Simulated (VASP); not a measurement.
# Ag9Ru7 in VASP: further runs

The runs below take Ag9Ru7 through single point, with PBE.

Program: VASP 6.6.1. These are calculated values, not measurements. Logs are shortened: lines on timing, memory, paths and dates and some standing lists are left out, and cuts for length are marked.

### 1 The cell of the first run

The typed cell holds 16 atoms: a = 5.668 Å, b = 5.667 Å, c = 9.814 Å, α = 99.02°, β = 80.97°, γ = 121.08°.

### 2 Single point, PBE

Input file INCAR:

```
PREC = Accurate ; ENCUT = 520
EDIFF = 1E-7 ; ISMEAR = 0
SIGMA = 0.1 ; LREAL = Auto
LASPH = T ; NELM = 100
ALGO = Fast ; ISIF = 2
LWAVE = F ; LCHARG = F
GGA = PE ; ISYM = 0
NBANDS = 112
```

Input file KPOINTS:

```
Automatic mesh
0
Gamma
  3 3 2
  0 0 0.5
```

Input file POSCAR:

```
Ag9Ru7
1.0
    2.7873843612     -4.9128975242      0.4632208632
    2.7873796235      4.9128947889     -0.4627065257
    0.0008229400     -0.8553350853      9.7762177968
Ru Ag
7 9
Direct
    0.8097677129      0.1896241554      0.0509943995
    0.8660658052      0.1331891877      0.6845067114
    0.3578540909      0.6416404423      0.6810135567
    0.6669914684      0.3324831449      0.8755240317
    0.2064913572      0.3119820791      0.8680881209
    0.6874802217      0.7929683808      0.8680837695
    0.1665165877      0.8327718206      0.8627238751
    0.2899205628      0.2066704763      0.1326459847
    0.3798878330      0.1283850619      0.6082938475
    0.2995229022      0.6998798972      0.0974422749
    0.7928433160      0.7095282804      0.1326113439
    0.8710718859      0.6194819755      0.6082913870
    0.6692738352      0.3303639527      0.3336304103
    0.1450554829      0.3584683939      0.4198035109
    0.6411293476      0.8545697837      0.4198150854
    0.1492530759      0.8503854909      0.3577342776
```

Potentials or basis: VASP PAW PBE potentials, release 64 (Ru_pv, Ag).

The run is started by

```bash
cat potpaw_PBE.64/Ru_pv/POTCAR potpaw_PBE.64/Ag/POTCAR > POTCAR
mpirun -np 1 vasp_std > vasp.out
```

OUTCAR:

```text
PREC = Accurate
   ENCUT = 520
   EDIFF = 1E-7
   ISMEAR = 0
   LREAL = Auto
   LASPH = T
   NELM = 100
   ISIF = 2
   GGA = PE
   ISYM = 0

 ion  position               nearest neighbor table
   1  0.810  0.190  0.051-   4 2.41   5 2.50   6 2.50  10 2.82  10 2.82  13 2.87  11 2.91   8 2.91
                             8 2.98  11 2.98
   2  0.866  0.133  0.685-   4 2.46   6 2.55   5 2.55   3 2.79   3 2.79   9 2.90  12 2.90  15 2.92
                            14 2.92  12 2.95   9 2.95
   3  0.358  0.642  0.681-   7 2.35   5 2.55   6 2.55   2 2.79   2 2.79  15 2.88  14 2.88   9 2.89
                            12 2.89   9 2.95  12 2.95
   4  0.667  0.332  0.876-   1 2.41   2 2.46   6 2.56   5 2.56   7 2.79   7 2.79   8 2.96  11 2.96
                            12 3.05   9 3.05   5 3.11   6 3.11
   5  0.206  0.312  0.868-   1 2.50   2 2.55   3 2.55   4 2.56   7 2.60   6 2.68  10 2.79   9 2.83
                             6 2.89   8 2.91   7 3.08   4 3.11
   6  0.687  0.793  0.868-   1 2.50   2 2.55   3 2.55   4 2.56   7 2.60   5 2.68  10 2.79  12 2.83
                             5 2.89  11 2.91   7 3.08   4 3.11
   7  0.167  0.833  0.863-   3 2.35   6 2.60   5 2.60   4 2.79   4 2.79  10 2.85  12 2.96   9 2.96
                            11 3.05   8 3.05   5 3.08   6 3.08
   8  0.290  0.207  0.133-  11 2.77  11 2.80  10 2.84  10 2.87  13 2.89   1 2.91   5 2.91  14 2.93
                             4 2.96  16 2.96   1 2.98   7 3.05
   9  0.380  0.128  0.608-  12 2.74  16 2.81   5 2.83  12 2.84   3 2.89   2 2.90  15 2.94   3 2.95
                             2 2.95   7 2.96  13 2.98   4 3.05  14 3.20
  10  0.300  0.700  0.097-  16 2.71   6 2.79   5 2.79   1 2.82   1 2.82   8 2.84  11 2.84   7 2.85
                            11 2.87   8 2.87
  11  0.793  0.710  0.133-   8 2.77   8 2.80  10 2.84  10 2.87  13 2.89   1 2.91   6 2.91  15 2.93
                             4 2.96  16 2.96   1 2.98   7 3.05
  12  0.871  0.619  0.608-   9 2.74  16 2.81   6 2.83   9 2.84   3 2.89   2 2.90  14 2.94   3 2.95
                             2 2.95   7 2.96  13 2.98   4 3.05  15 3.20
  13  0.669  0.330  0.334-  16 2.80  16 2.80   1 2.87  15 2.87  14 2.87  11 2.89   8 2.89  12 2.98
                             9 2.98  14 3.04  15 3.04
  14  0.145  0.358  0.420-  15 2.77  15 2.81  16 2.86  13 2.87   3 2.88   2 2.92   8 2.93  16 2.93
                            12 2.94  13 3.04   9 3.20
  15  0.641  0.855  0.420-  14 2.77  14 2.81  16 2.86  13 2.87   3 2.88   2 2.92  11 2.93  16 2.93
                             9 2.94  13 3.04  12 3.20
  16  0.149  0.850  0.358-  10 2.71  13 2.80  13 2.80   9 2.81  12 2.81  14 2.86  15 2.86  15 2.93
                            14 2.93   8 2.96  11 2.96

IMPORTANT INFORMATION: All symmetrisations will be switched off!
NOSYMM: (Re-)initialisation of all symmetry stuff for point group C_1.

----------------------------------------------------------------------------------------

                                     Primitive cell

  volume of cell :     265.5458

  direct lattice vectors                    reciprocal lattice vectors
     2.787384361 -4.912897524  0.463220863     0.179380571 -0.102620374 -0.008993501
     2.787379624  4.912894789 -0.462706526     0.179379015  0.102617679  0.008963066
     0.000822940 -0.855335085  9.776217797    -0.000009511  0.009719277  0.103139401

  length of vectors
     5.667508026  5.667461310  9.813563736     0.206855537  0.206851530  0.103596334

  position of ions in fractional coordinates (direct lattice)
     0.809767713  0.189624155  0.050994399
     0.866065805  0.133189188  0.684506711
     0.357854091  0.641640442  0.681013557
     0.666991468  0.332483145  0.875524032
     0.206491357  0.311982079  0.868088121
     0.687480222  0.792968381  0.868083769
[... 8 lines left out ...]
     0.641129348  0.854569784  0.419815085
     0.149253076  0.850385491  0.357734278

  ion indices of the primitive-cell ions
   primitive index   ion index
                 1           1
                 2           2
                 3           3
                 4           4
                 5           5
                 6           6
[... 8 lines left out ...]
                15          15
                16          16

----------------------------------------------------------------------------------------

 KPOINTS: Automatic mesh

Automatic generation of k-mesh.
 Grid dimensions read from file:
 generate k-points for:    3    3    2

 Generating k-lattice:

  Cartesian coordinates                     Fractional coordinates (reciprocal lattice)
     0.059793524 -0.034206791 -0.002997834     0.333333333  0.000000000  0.000000000
     0.059793005  0.034205893  0.002987689    -0.000000000  0.333333333 -0.000000000
    -0.000004756  0.004859638  0.051569700     0.000000000  0.000000000  0.500000000

  Length of vectors
     0.068951846  0.068950510  0.051798167

  Shift w.r.t. Gamma in fractional coordinates (k-lattice)
     0.000000000  0.000000000  0.500000000

 Subroutine IBZKPT returns following result:
 ===========================================

 Found      9 irreducible k-points:

 Following reciprocal coordinates:
            Coordinates               Weight
 -0.000000  0.000000  0.250000      2.000000
  0.333333  0.000000  0.250000      2.000000
 -0.333333  0.000000  0.250000      2.000000
  0.000000  0.333333  0.250000      2.000000
  0.333333  0.333333  0.250000      2.000000
 -0.333333  0.333333  0.250000      2.000000
 -0.000000 -0.333333  0.250000      2.000000
  0.333333 -0.333333  0.250000      2.000000
 -0.333333 -0.333333  0.250000      2.000000
   k-points           NKPTS =      9   k-points in BZ     NKDIM =      9   number of bands    NBANDS=    112
   number of dos      NEDOS =    301   number of ions     NIONS =     16
   total plane-waves  NPLWV = 141120
   dimension x,y,z NGX =    42 NGY =   42 NGZ =   80
   dimension x,y,z NGXF=    84 NGYF=   84 NGZF=  160
   ions per type =               7   9
   NGX,Y,Z   is equivalent  to a cutoff of  12.32, 12.32, 13.55 a.u.
   NGXF,Y,Z  is equivalent  to a cutoff of  24.64, 24.64, 27.10 a.u.
 SYSTEM =  unknown system
   PREC   = accura    normal or accurate (medium, high low for compatibility)
   ISTART =      0    job   : 0-new  1-cont  2-samecut
   ICHARG =      2    charge: 1-file 2-atom 10-const
   ISPIN  =      1    spin polarized calculation?
   LNONCOLLINEAR =      F non collinear calculations
   LSORBIT =      F    spin-orbit coupling
   LASPH  =      T    aspherical Exc in radial PAW
   ENCUT  =  520.0 eV  38.22 Ry    6.18 a.u.  10.54 10.54 18.25*2*pi/ulx,y,z
   NELM   =    100;   NELMIN=  2; NELMDL= -5     # of ELM steps
   EDIFF  = 0.1E-06   stopping-criterion for ELM
   LREAL  =      T    real-space projection
   EDIFFG = 0.1E-05   stopping-criterion for IOM
   NSW    =      0    number of steps for IOM
   IBRION =     -1    ionic relax: 0-MD 1-quasi-New 2-CG
   NFREE  =      0    steps in history (QN), initial steepest desc. (CG)
   ISIF   =      2    stress and relaxation
   ISYM   =      0    0-nonsym 1-usesym 2-fastsym
   POTIM  = 0.5000    time-step for ionic-motion
   TEBEG  =    0.0;   TEEND  =   0.0 temperature during run
   PSTRESS=    0.0 pullay stress
   NELECT =     197.0000    total number of electrons
   NUPDOWN=      -1.0000    fix difference up-down
   EMIN   =  10.00;   EMAX   =-10.00  energy-range for DOS
   EFERMI =   0.00;   METHOD = LEGACY
   ISMEAR =     0;   SIGMA  =   0.10  broadening in eV -4-tet -1-fermi 0-gaus
   EFERMI_NEDOS =   21; number of points for ismear=-14 and -15
   IALGO  =     68    algorithm
   IMIX   =      4    mixing-type and parameters
     AMIX     =   0.40;   BMIX     =  1.00
     AMIX_MAG =   1.60;   BMIX_MAG =  1.00
  volume/ion in A,a.u.               =      16.60       112.00
  Fermi-wavevector in a.u.,A,eV,Ry     =   1.482008  2.800588 29.883107  2.196346
  Thomas-Fermi vector in A             =   2.595847
   LORBIT       =      0    0 simple, 1 ext, 2 COOP (PROOUT), +10 PAW based schemes
   GGA     = PE    functional components
   LHFCALC =     F    Hartree Fock is set to
   AEXX    =    0.0000 exact exchange contribution
   IVDW    =     0    specifies the selected vdW correction
   LEPSILON=     F    determine dielectric tensor
   LRPA    =     F    only Hartree local field effects (RPA)
 non-spin polarized calculation
 RMM-DIIS sequential band-by-band and
 Gauss-broadening in eV      SIGMA  =   0.10
  energy-cutoff  :      520.00
  volume of cell :      265.55
 maximum number of plane-waves:      7172
 NGX is ok and might be reduce to    42
   NGX = 21   NGY = 21   NGZ = 37

 number of electron     197.0000025 magnetization

 Free energy of the ion-electron system (eV)
  ---------------------------------------------------
  ext. energy  EPLUGINS =         0.00000000
  ---------------------------------------------------
  free energy    TOTEN  =       -83.16717976 eV

  energy without entropy =      -83.10705808  energy(sigma->0) =      -83.13711892

 E-fermi :   9.1638     XC(G=0): -12.5279

 val. band max:        9.1416735165   @ k =  -0.0000   0.0000   0.2500
 cond. band min:       9.1757770733   @ k =   0.3333  -0.3333   0.2500
 fundamental gap:      0.0341035567
 Fermi energy:         9.1637546886

 k-point     1 :      -0.0000    0.0000    0.2500
  band No.  band energies     occupation
      1     -34.4065      2.00000
      2     -34.3876      2.00000
      3     -34.0890      2.00000
      4     -34.0622      2.00000
      5     -34.0242      2.00000
      6     -33.9559      2.00000
[... 102 lines left out ...]
    109      11.1186      0.00000
    110      11.2356      0.00000

 k-point     2 :       0.3333    0.0000    0.2500
  band No.  band energies     occupation
      1     -34.3456      2.00000
      2     -34.3247      2.00000
      3     -34.0759      2.00000
      4     -34.0225      2.00000
      5     -34.0069      2.00000
      6     -33.9778      2.00000
[... 783 lines left out ...]
 k-point     9 :      -0.3333   -0.3333    0.2500
  band No.  band energies     occupation
      1     -34.3089      2.00000
      2     -34.2450      2.00000
      3     -34.1332      2.00000
      4     -34.0221      2.00000
      5     -34.0076      2.00000
      6     -33.9614      2.00000
[... 102 lines left out ...]
    109      10.6149      0.00000
    110      10.9753      0.00000
 [bands above 110 left out]

------------------------ aborting loop because EDIFF is reached ----------------------------------------

  FORCE on cell =-STRESS in cart. coord.  units (eV):
  Direction    XX          YY          ZZ          XY          YZ          ZX
  --------------------------------------------------------------------------------------
  -------------------------------------------------------------------------------------
  Total        0.0170382     -0.0725757     -0.0003282      0.0038193     -0.0726508     -0.0116548
  in kB        0.1028004     -0.4378873     -0.0019804      0.0230440     -0.4383402     -0.0703194
  external PRESSURE =      -0.1123558 kB  Pullay stress =       0.0000000 kB

 VOLUME and BASIS-vectors are now :
 -----------------------------------------------------------------------------
  energy-cutoff  :      520.00
  volume of cell :      265.55
      direct lattice vectors                 reciprocal lattice vectors
     2.787384361 -4.912897524  0.463220863     0.179380571 -0.102620374 -0.008993501
     2.787379624  4.912894789 -0.462706526     0.179379015  0.102617679  0.008963066
     0.000822940 -0.855335085  9.776217797    -0.000009511  0.009719277  0.103139401

 POSITION                                       TOTAL-FORCE (eV/Angst)
 -----------------------------------------------------------------------------------
      2.78573     -3.09032      0.78589        -0.000027     -0.007570      0.011396
      2.78587     -4.18603      7.03144         0.004623      0.006336      0.004865
      2.78653      0.81172      6.52661         0.000104     -0.019344     -0.021770
      2.78664     -2.39227      8.71444        -0.001432      0.006623     -0.017361
      1.44590     -0.22424      8.43791         0.007474      0.003067     -0.007953
      4.12729     -0.22425      8.43812        -0.011656      0.002509     -0.006052
[... 8 lines left out ...]
      4.16943      0.68953      4.00577         0.000360     -0.000676     -0.005082
      2.78667      3.13861      3.17295        -0.000606     -0.007568     -0.004098
 -----------------------------------------------------------------------------------
    total drift:                               -0.001429      0.002590     -0.004380

  FREE ENERGIE OF THE ION-ELECTRON SYSTEM (eV)
  ---------------------------------------------------
  free  energy   TOTEN  =       -83.1671797631 eV

  energy  without entropy=      -83.1070580792  energy(sigma->0) =      -83.13711892
```

Run time: 22 min. Hardware: 1 thread of AMD EPYC, shared host; peak memory 0.42 GiB.

Results:

```yaml
Free_energy: -83.1672 eV
Pressure: 0.0 GPa
Largest_force: 0.036 eV/Å
Band_gap_on_the_k_mesh: zero (an odd number of electrons rules out a gap without spin polarisation)
```

Forces on the atoms (eV/Å):
```
Ru   0.000 -0.008  0.011
Ru   0.005  0.006  0.005
Ru   0.000 -0.019 -0.022
Ru  -0.001  0.007 -0.017
Ru   0.007  0.003 -0.008
Ru  -0.012  0.003 -0.006
Ru   0.002  0.023  0.028
Ag   0.000 -0.001  0.010
Ag  -0.002 -0.006  0.011
Ag   0.000  0.002 -0.016
Ag  -0.001  0.001  0.012
Ag   0.002 -0.005  0.009
Ag   0.000  0.004 -0.003
Ag   0.000 -0.001 -0.004
Ag   0.000 -0.001 -0.005
Ag  -0.001 -0.008 -0.004
```

Caveat: the k points lie up to 0.43 Å⁻¹ apart, too coarse for converged energies and pressures of a metal.

### 3 Single point, PBE

Input file INCAR:

```
PREC     = Accurate       # precision mode
ENCUT    = 520            # plane-wave cutoff, eV
EDIFF    = 1E-6           # SCF threshold, eV
ISMEAR   = 0              # smearing method
SIGMA    = 0.1            # smearing width, eV
LREAL    = Auto         
LASPH    = T              # aspherical terms in the spheres
NELM     = 60             # most SCF steps
ALGO     = Fast           # electronic algorithm
ISIF     = 2              # what is computed and relaxed
LWAVE    = F              # write WAVECAR
LCHARG   = T              # write CHGCAR
GGA      = PE             # functional
LELF     = T              # ELF
LVHAR    = T            
NBANDS   = 112            # bands
ISYM     = 0
```

Input file KPOINTS:

```
regular mesh
0
Gamma
  4 4 2
```

Input file POSCAR:

```
Ag9Ru7
1.0
    2.8008455466     -4.8845518218      0.4698494456
    2.8008894713      4.8845419423     -0.4696966454
    0.0001933558     -0.8632898251      9.7832177860
Ru Ag
7 9
Direct
    0.8128175397      0.1866234011      0.0479223265
    0.8644183807      0.1350664771      0.6830944190
    0.3592446076      0.6402086078      0.6786625769
    0.6691893175      0.3302595010      0.8700629971
    0.2104224248      0.3203892474      0.8697127595
    0.6790727952      0.7890400422      0.8697056168
    0.1675279607      0.8319042033      0.8646515464
    0.2933892009      0.2022019133      0.1310960613
    0.3780127541      0.1288881321      0.6094486337
    0.3022706245      0.6971494999      0.1043980354
    0.7972361447      0.7060599946      0.1310902025
    0.8705846738      0.6214672299      0.6094430689
    0.6675384736      0.3319874071      0.3339330577
    0.1437559760      0.3610530248      0.4183956890
    0.6384600590      0.8557574179      0.4183937070
    0.1451845528      0.8543364238      0.3611918891
```

Potentials or basis: VASP PAW PBE potentials, release 64 (Ru_pv, Ag).

The run is started by

```bash
cat potpaw_PBE.64/Ru_pv/POTCAR potpaw_PBE.64/Ag/POTCAR > POTCAR
mpirun -np 1 vasp_std > vasp.out
```

Wall time 46 min (1 thread of AMD EPYC, shared host); peak memory 0.56 GiB.

Results (log left out):

* Free energy: -83.3610 eV
* Pressure: -0.2 GPa
* Largest force: 0.057 eV/Å
* Band gap on the k mesh: zero (an odd number of electrons rules out a gap without spin polarisation)

Forces in eV/Å, atoms in the order of the input:
```
Ru   0.000 -0.009 -0.007
Ru   0.000 -0.001 -0.009
Ru   0.000 -0.033 -0.008
Ru   0.000  0.056  0.009
Ru  -0.010 -0.006  0.002
Ru   0.009 -0.006  0.003
Ru   0.000 -0.001  0.040
Ag   0.000 -0.001 -0.012
Ag   0.000 -0.001  0.007
Ag   0.001  0.006  0.005
Ag   0.001 -0.001 -0.012
Ag  -0.001  0.000  0.008
Ag   0.000  0.000  0.004
Ag   0.005 -0.001  0.000
Ag  -0.004 -0.001  0.000
Ag   0.001 -0.002 -0.030
```

Stress tensor (GPa, compression positive):
```
-0.27  0.00  0.00
 0.00 -0.22  0.07
 0.00  0.07 -0.26
```

Levels at points of the mesh, in eV from the Fermi level:
```csv
k point,band 96,band 97,band 98,band 99,band 100,band 101
"(0.00, 0.00, 0.00)",0.06,0.10,0.19,0.47,0.77,0.96
"(0.50, 0.00, 0.00)",-0.70,-0.52,-0.32,-0.09,-0.01,0.14
"(0.00, 0.50, 0.00)",-0.70,-0.52,-0.32,-0.09,-0.01,0.14
"(0.50, 0.50, 0.00)",-0.72,-0.51,-0.23,-0.07,0.20,0.26
"(0.00, 0.00, 0.50)",-0.12,0.03,0.15,0.39,0.47,0.71
"(0.50, 0.00, 0.50)",-0.63,-0.40,-0.25,-0.12,0.06,0.17
"(0.00, 0.50, 0.50)",-0.63,-0.40,-0.25,-0.12,0.07,0.17
"(0.50, 0.50, 0.50)",-0.54,-0.33,-0.17,-0.14,0.01,0.19
```
